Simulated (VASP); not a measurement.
# Ta3Br (Pm-3m) in VASP: further runs

Runs on Ta3Br. Level: PBE. Tasks: single point.

Everything below comes from runs of VASP 6.6.1. Logs are shortened: lines on timing, memory, paths and dates and some standing lists are left out, and cuts for length are marked.

## Step 1: The cell of the first run

It takes space group Pm-3m (No. 221, cubic). Conventional cell: a = 4.230 Å, b = 4.230 Å, c = 4.230 Å, α = 90.00°, β = 90.00°, γ = 90.00°. Ta (site symmetry 4/mmm) has 8 Ta at 2.99 Å and 4 Br at 2.99 Å within 3.9 Å. Within 3.9 Å of Br (site symmetry m-3m) lie 12 Ta at 2.99 Å.

## Step 2: Single point, PBE

INCAR

```
SYSTEM = Ta3Br
ALGO = Normal
EDIFF = 1E-6
ENCUT = 500
GGA = PE
GGA_COMPAT = .FALSE.
ISIF = 2
ISMEAR = 0
LASPH = .TRUE.
LCHARG = .TRUE.
LELF = .TRUE.
LREAL = .FALSE.
LVHAR = .TRUE.
LWAVE = .FALSE.
NBANDS = 28
NELM = 120
PREC = Accurate
SIGMA = 0.1
```

KPOINTS

```
k-points
0
G
  4 4 4
  0 0 0
```

POSCAR

```
Ta3Br
1.0
    4.2296978741      0.0000000000      0.0000000000
    0.0000000000      4.2296978741      0.0000000000
    0.0000000000      0.0000000000      4.2296978741
Ta Br
3 1
Direct
    0.0000000000      0.5000000000      0.5000000000
    0.5000000000      0.0000000000      0.5000000000
    0.5000000000      0.5000000000      0.0000000000
    0.0000000000      0.0000000000      0.0000000000
```

Potentials or basis: VASP PAW PBE potentials, release 64 (Ta_pv, Br).

Launch:

```sh
$ cat potpaw_PBE.64/Ta_pv/POTCAR potpaw_PBE.64/Br/POTCAR > POTCAR
$ mpirun -np 1 vasp_std > vasp.out
```

OUTCAR:

```text
SYSTEM = Ta3Br
   EDIFF = 1E-6
   ENCUT = 500
   GGA = PE
   ISIF = 2
   ISMEAR = 0
   LASPH = .TRUE.
   LREAL = .FALSE.
   NELM = 120
   PREC = Accurate

 ion  position               nearest neighbor table
   1  0.000  0.500  0.500-   2 2.99   3 2.99   4 2.99   3 2.99   4 2.99   2 2.99   4 2.99   4 2.99
                             2 2.99   3 2.99   3 2.99   2 2.99
   2  0.500  0.000  0.500-   1 2.99   3 2.99   4 2.99   3 2.99   4 2.99   1 2.99   3 2.99   3 2.99
                             1 2.99   4 2.99   4 2.99   1 2.99
   3  0.500  0.500  0.000-   1 2.99   2 2.99   4 2.99   1 2.99   2 2.99   2 2.99   4 2.99   2 2.99
                             1 2.99   4 2.99   1 2.99   4 2.99
   4  0.000  0.000  0.000-   1 2.99   2 2.99   3 2.99   1 2.99   2 2.99   1 2.99   3 2.99   1 2.99
                             2 2.99   3 2.99   2 2.99   3 2.99

  LATTYP: Found a simple cubic cell.
 ALAT       =     4.2296978741

  Lattice vectors:

 A1 = (   4.2296978741,   0.0000000000,   0.0000000000)
 A2 = (   0.0000000000,   4.2296978741,   0.0000000000)
 A3 = (   0.0000000000,   0.0000000000,   4.2296978741)

Analysis of symmetry for initial positions (statically):
=====================================================================
 Subroutine PRICEL returns:
 Original cell was already a primitive cell.

 Routine SETGRP: Setting up the symmetry group for a
 simple cubic supercell.

 Subroutine GETGRP returns: Found 48 space group operations
 (whereof 48 operations were pure point group operations)
 out of a pool of 48 trial point group operations.

The static configuration has the point symmetry O_h .

Analysis of symmetry for dynamics (positions and initial velocities):
=====================================================================
 Subroutine PRICEL returns:
 Original cell was already a primitive cell.

 Routine SETGRP: Setting up the symmetry group for a
 simple cubic supercell.

 Subroutine GETGRP returns: Found 48 space group operations
 (whereof 48 operations were pure point group operations)
 out of a pool of 48 trial point group operations.

The dynamic configuration has the point symmetry O_h .

 Subroutine INISYM returns: Found 48 space group operations
 (whereof 48 operations are pure point group operations),
 and found     1 'primitive' translations

----------------------------------------------------------------------------------------

                                     Primitive cell

  volume of cell :      75.6708

  direct lattice vectors                    reciprocal lattice vectors
     4.229697874  0.000000000  0.000000000     0.236423506  0.000000000  0.000000000
     0.000000000  4.229697874  0.000000000     0.000000000  0.236423506  0.000000000
     0.000000000  0.000000000  4.229697874     0.000000000  0.000000000  0.236423506

  length of vectors
     4.229697874  4.229697874  4.229697874     0.236423506  0.236423506  0.236423506

  position of ions in fractional coordinates (direct lattice)
     0.000000000  0.500000000  0.500000000
     0.500000000  0.000000000  0.500000000
     0.500000000  0.500000000  0.000000000
     0.000000000  0.000000000  0.000000000

  ion indices of the primitive-cell ions
   primitive index   ion index
                 1           1
                 2           2
                 3           3
                 4           4

----------------------------------------------------------------------------------------

 KPOINTS: k-points

Automatic generation of k-mesh.
 Grid dimensions read from file:
 generate k-points for:    4    4    4

 Generating k-lattice:

  Cartesian coordinates                     Fractional coordinates (reciprocal lattice)
     0.059105876  0.000000000  0.000000000     0.250000000  0.000000000  0.000000000
     0.000000000  0.059105876  0.000000000     0.000000000  0.250000000  0.000000000
     0.000000000  0.000000000  0.059105876     0.000000000  0.000000000  0.250000000

  Length of vectors
     0.059105876  0.059105876  0.059105876

  Shift w.r.t. Gamma in fractional coordinates (k-lattice)
     0.000000000  0.000000000  0.000000000

 Subroutine IBZKPT returns following result:
 ===========================================

 Found     10 irreducible k-points:

 Following reciprocal coordinates:
            Coordinates               Weight
  0.000000  0.000000  0.000000      1.000000
  0.250000  0.000000  0.000000      6.000000
  0.500000  0.000000  0.000000      3.000000
  0.250000  0.250000  0.000000     12.000000
  0.500000  0.250000  0.000000     12.000000
  0.500000  0.500000  0.000000      3.000000
  0.250000  0.250000  0.250000      8.000000
  0.500000  0.250000  0.250000     12.000000
  0.500000  0.500000  0.250000      6.000000
  0.500000  0.500000  0.500000      1.000000
   k-points           NKPTS =     10   k-points in BZ     NKDIM =     10   number of bands    NBANDS=     28
   number of dos      NEDOS =    301   number of ions     NIONS =      4
   total plane-waves  NPLWV =  32768
   dimension x,y,z NGX =    32 NGY =   32 NGZ =   32
   dimension x,y,z NGXF=    64 NGYF=   64 NGZF=   64
   ions per type =               3   1
   NGX,Y,Z   is equivalent  to a cutoff of  12.58, 12.58, 12.58 a.u.
   NGXF,Y,Z  is equivalent  to a cutoff of  25.15, 25.15, 25.15 a.u.
 SYSTEM =  Ta3Br
   PREC   = accura    normal or accurate (medium, high low for compatibility)
   ISTART =      0    job   : 0-new  1-cont  2-samecut
   ICHARG =      2    charge: 1-file 2-atom 10-const
   ISPIN  =      1    spin polarized calculation?
   LNONCOLLINEAR =      F non collinear calculations
   LSORBIT =      F    spin-orbit coupling
   LASPH  =      T    aspherical Exc in radial PAW
   ENCUT  =  500.0 eV  36.75 Ry    6.06 a.u.   7.71  7.71  7.71*2*pi/ulx,y,z
   NELM   =    120;   NELMIN=  2; NELMDL= -5     # of ELM steps
   EDIFF  = 0.1E-05   stopping-criterion for ELM
   LREAL  =      F    real-space projection
   EDIFFG = 0.1E-04   stopping-criterion for IOM
   NSW    =      0    number of steps for IOM
   IBRION =     -1    ionic relax: 0-MD 1-quasi-New 2-CG
   NFREE  =      0    steps in history (QN), initial steepest desc. (CG)
   ISIF   =      2    stress and relaxation
   ISYM   =      2    0-nonsym 1-usesym 2-fastsym
   POTIM  = 0.5000    time-step for ionic-motion
   TEBEG  =    0.0;   TEEND  =   0.0 temperature during run
   PSTRESS=    0.0 pullay stress
   NELECT =      40.0000    total number of electrons
   NUPDOWN=      -1.0000    fix difference up-down
   EMIN   =  10.00;   EMAX   =-10.00  energy-range for DOS
   EFERMI =   0.00;   METHOD = LEGACY
   ISMEAR =     0;   SIGMA  =   0.10  broadening in eV -4-tet -1-fermi 0-gaus
   EFERMI_NEDOS =   21; number of points for ismear=-14 and -15
   IALGO  =     38    algorithm
   IMIX   =      4    mixing-type and parameters
     AMIX     =   0.40;   BMIX     =  1.00
     AMIX_MAG =   1.60;   BMIX_MAG =  1.00
  volume/ion in A,a.u.               =      18.92       127.66
  Fermi-wavevector in a.u.,A,eV,Ry     =   1.323688  2.501407 23.839430  1.752149
  Thomas-Fermi vector in A             =   2.453277
   LORBIT       =      0    0 simple, 1 ext, 2 COOP (PROOUT), +10 PAW based schemes
   GGA     = PE    functional components
   LHFCALC =     F    Hartree Fock is set to
   AEXX    =    0.0000 exact exchange contribution
   IVDW    =     0    specifies the selected vdW correction
   LEPSILON=     F    determine dielectric tensor
   LRPA    =     F    only Hartree local field effects (RPA)
 non-spin polarized calculation
 Gauss-broadening in eV      SIGMA  =   0.10
  energy-cutoff  :      500.00
  volume of cell :       75.67
 maximum number of plane-waves:      1936
 NGX is ok and might be reduce to    32
   NGX = 15   NGY = 15   NGZ = 15

 number of electron      39.9999989 magnetization

 Free energy of the ion-electron system (eV)
  ---------------------------------------------------
  ext. energy  EPLUGINS =         0.00000000
  ---------------------------------------------------
  free energy    TOTEN  =       -33.69036127 eV

  energy without entropy =      -33.67537453  energy(sigma->0) =      -33.68286790

 E-fermi :   6.4718     XC(G=0): -12.0313

 val. band max:        6.4297940930   @ k =   0.5000   0.0000   0.0000
 cond. band min:       6.5349028414   @ k =   0.5000   0.2500   0.0000
 fundamental gap:      0.1051087484
 Fermi energy:         6.4718148155

 k-point     1 :       0.0000    0.0000    0.0000
  band No.  band energies     occupation
      1     -28.2786      2.00000
      2     -28.2786      2.00000
      3     -28.2786      2.00000
      4     -27.9383      2.00000
      5     -27.9383      2.00000
      6     -27.9383      2.00000
[... 20 lines left out ...]
     27      11.9961      0.00000
     28      11.9961      0.00000

 k-point     2 :       0.2500    0.0000    0.0000
  band No.  band energies     occupation
      1     -28.2263      2.00000
      2     -28.2263      2.00000
      3     -28.2028      2.00000
      4     -27.9580      2.00000
      5     -27.9580      2.00000
      6     -27.9448      2.00000
[... 20 lines left out ...]
     27      10.0070      0.00000
     28      10.0111      0.00000

 k-point     3 :       0.5000    0.0000    0.0000
  band No.  band energies     occupation
      1     -28.1513      2.00000
      2     -28.1513      2.00000
      3     -28.0778      2.00000
      4     -27.9992      2.00000
      5     -27.9992      2.00000
      6     -27.9513      2.00000
[... 20 lines left out ...]
     27       9.6194      0.00000
     28       9.6458      0.00000

 k-point     4 :       0.2500    0.2500    0.0000
  band No.  band energies     occupation
      1     -28.2588      2.00000
      2     -28.1726      2.00000
      3     -28.1024      2.00000
      4     -28.0480      2.00000
      5     -27.9679      2.00000
      6     -27.8586      2.00000
[... 20 lines left out ...]
     27       9.5626      0.00000
     28       9.9525      0.00000

 k-point     5 :       0.5000    0.2500    0.0000
  band No.  band energies     occupation
      1     -28.2198      2.00000
      2     -28.1393      2.00000
      3     -28.0915      2.00000
      4     -28.0124      2.00000
      5     -27.9982      2.00000
      6     -27.9213      2.00000
[... 20 lines left out ...]
     27       9.1666      0.00000
     28       9.4924      0.00000

 k-point     6 :       0.5000    0.5000    0.0000
  band No.  band energies     occupation
      1     -28.3008      2.00000
      2     -28.1080      2.00000
      3     -28.0118      2.00000
      4     -28.0118      2.00000
      5     -27.9973      2.00000
      6     -27.9973      2.00000
[... 20 lines left out ...]
     27       9.3491      0.00000
     28       9.3604      0.00000

 k-point     7 :       0.2500    0.2500    0.2500
  band No.  band energies     occupation
      1     -28.3042      2.00000
      2     -28.1576      2.00000
      3     -28.1576      2.00000
      4     -27.9768      2.00000
      5     -27.9303      2.00000
      6     -27.9303      2.00000
[... 20 lines left out ...]
     27       9.5498      0.00000
     28       9.5527      0.00000

 k-point     8 :       0.5000    0.2500    0.2500
  band No.  band energies     occupation
      1     -28.2574      2.00000
      2     -28.2298      2.00000
      3     -28.1963      2.00000
      4     -28.0814      2.00000
      5     -27.9142      2.00000
      6     -27.8142      2.00000
[... 20 lines left out ...]
     27       9.2738      0.00000
     28       9.3064      0.00000

 k-point     9 :       0.5000    0.5000    0.2500
  band No.  band energies     occupation
      1     -28.2981      2.00000
      2     -28.2766      2.00000
      3     -28.2103      2.00000
      4     -28.2103      2.00000
      5     -27.7991      2.00000
      6     -27.7991      2.00000
[... 20 lines left out ...]
     27       9.8162      0.00000
     28       9.8162      0.00000

 k-point    10 :       0.5000    0.5000    0.5000
  band No.  band energies     occupation
      1     -28.3811      2.00000
      2     -28.2954      2.00000
      3     -28.2954      2.00000
      4     -28.2954      2.00000
      5     -27.7142      2.00000
      6     -27.7142      2.00000
[... 20 lines left out ...]
     27      11.8304      0.00000
     28      11.8304      0.00000

------------------------ aborting loop because EDIFF is reached ----------------------------------------

  FORCE on cell =-STRESS in cart. coord.  units (eV):
  Direction    XX          YY          ZZ          XY          YZ          ZX
  --------------------------------------------------------------------------------------
  -------------------------------------------------------------------------------------
  Total       -0.1649241     -0.1649241     -0.1649241     -0.0000000     -0.0000000      0.0000000
  in kB       -3.4919399     -3.4919399     -3.4919399     -0.0000000     -0.0000000      0.0000000
  external PRESSURE =      -3.4919399 kB  Pullay stress =       0.0000000 kB

 VOLUME and BASIS-vectors are now :
 -----------------------------------------------------------------------------
  energy-cutoff  :      500.00
  volume of cell :       75.67
      direct lattice vectors                 reciprocal lattice vectors
     4.229697874  0.000000000  0.000000000     0.236423506  0.000000000  0.000000000
     0.000000000  4.229697874  0.000000000     0.000000000  0.236423506  0.000000000
     0.000000000  0.000000000  4.229697874     0.000000000  0.000000000  0.236423506

 POSITION                                       TOTAL-FORCE (eV/Angst)
 -----------------------------------------------------------------------------------
      0.00000      2.11485      2.11485         0.000000      0.000000      0.000000
      2.11485      0.00000      2.11485         0.000000      0.000000      0.000000
      2.11485      2.11485      0.00000         0.000000      0.000000      0.000000
      0.00000      0.00000      0.00000         0.000000      0.000000      0.000000
 -----------------------------------------------------------------------------------
    total drift:                                0.000000     -0.000000     -0.000000

  FREE ENERGIE OF THE ION-ELECTRON SYSTEM (eV)
  ---------------------------------------------------
  free  energy   TOTEN  =       -33.6903612690 eV

  energy  without entropy=      -33.6753745282  energy(sigma->0) =      -33.68286790
```

It took 19 s on 1 thread of Oxide Virtual Turin-like, shared host; peak memory 0.15 GiB.

What came out:

- Free energy: -33.6904 eV
- Pressure: -0.3 GPa
- Band gap on the k mesh: zero (bands 20 and 21 overlap by 0.24 eV)

Levels at points of the mesh, in eV from the Fermi level:
```
           k point  band 16  band 17  band 18  band 19  band 20  band 21  band 22  band 23  band 24  band 25
(0.00, 0.00, 0.00)    -3.63    -2.80    -2.80    -2.80    -2.23     1.40     1.40     1.40     3.89     3.89
(0.50, 0.00, 0.00)    -1.88    -1.69    -0.57    -0.39    -0.39    -0.04     0.67     0.67     1.17     1.66
(0.50, 0.50, 0.00)    -1.84    -1.41    -0.25    -0.25     0.20     0.80     0.89     0.89     1.33     1.77
(0.50, 0.50, 0.50)    -4.17    -0.74    -0.15    -0.15    -0.15     0.55     1.17     1.17     1.17     2.22
```

Caveat: the k points lie up to 0.37 Å⁻¹ apart; spin-orbit coupling is left out, which moves the levels of the heavy elements.

## Step 3: Single point, PBE

This run uses another cell than the first one, of 19.47 Å³/atom.

INCAR

```
ALGO     = Normal         # electronic algorithm
EDIFF    = 1E-6           # SCF threshold, eV
ENCUT    = 500            # plane-wave cutoff, eV
GGA      = PE             # functional
GGA_COMPAT= False        
ISIF     = 2              # what is computed and relaxed
ISMEAR   = 0              # smearing method
LASPH    = True           # aspherical terms in the spheres
LCHARG   = False          # write CHGCAR
LREAL    = False          # projectors in reciprocal space
LWAVE    = False          # write WAVECAR
NBANDS   = 28             # bands
NELM     = 120            # most SCF steps
PREC     = Accurate       # precision mode
SIGMA    = 0.1            # smearing width, eV
```

KPOINTS

```
k-points
0
Gamma
  4 4 4
```

POSCAR

```
Ta3Br
1.0
    4.2704980000      0.0000000000      0.0000000000
    0.0000000000      4.2704980000      0.0000000000
    0.0000000000      0.0000000000      4.2704980000
Ta Br
3 1
Direct
    0.0000000000      0.5000000000      0.5000000000
    0.5000000000      0.0000000000      0.5000000000
    0.5000000000      0.5000000000      0.0000000000
    0.0000000000      0.0000000000      0.0000000000
```

Potentials or basis: VASP PAW PBE potentials, release 64 (Ta_pv, Br).

Launch:

```sh
$ cat potpaw_PBE.64/Ta_pv/POTCAR potpaw_PBE.64/Br/POTCAR > POTCAR
$ mpirun -np 1 vasp_std > vasp.out
```

Wall time 20 s (1 thread of Oxide Virtual Turin-like, shared host); peak memory 0.15 GiB.

It converged, with:

- Free energy: -33.6591 eV
- Pressure: -4.2 GPa
- Band gap on the k mesh: zero (bands 20 and 21 overlap by 0.22 eV)

Levels at points of the mesh, in eV from the Fermi level:
| k point | band 18 | band 19 | band 20 | band 21 | band 22 | band 23 |
| --- | --- | --- | --- | --- | --- | --- |
| (0.00, 0.00, 0.00) | -2.68 | -2.68 | -2.20 | 1.39 | 1.39 | 1.39 |
| (0.50, 0.00, 0.00) | -0.54 | -0.38 | -0.38 | 0.01 | 0.64 | 0.64 |
| (0.50, 0.50, 0.00) | -0.24 | -0.24 | 0.23 | 0.74 | 0.86 | 0.86 |
| (0.50, 0.50, 0.50) | -0.12 | -0.12 | -0.12 | 0.45 | 1.17 | 1.17 |

Caveat: the k points lie up to 0.37 Å⁻¹ apart; spin-orbit coupling is left out, which moves the levels of the heavy elements.

The gap in the log of VASP goes by the Fermi energy; the results here count the filled bands.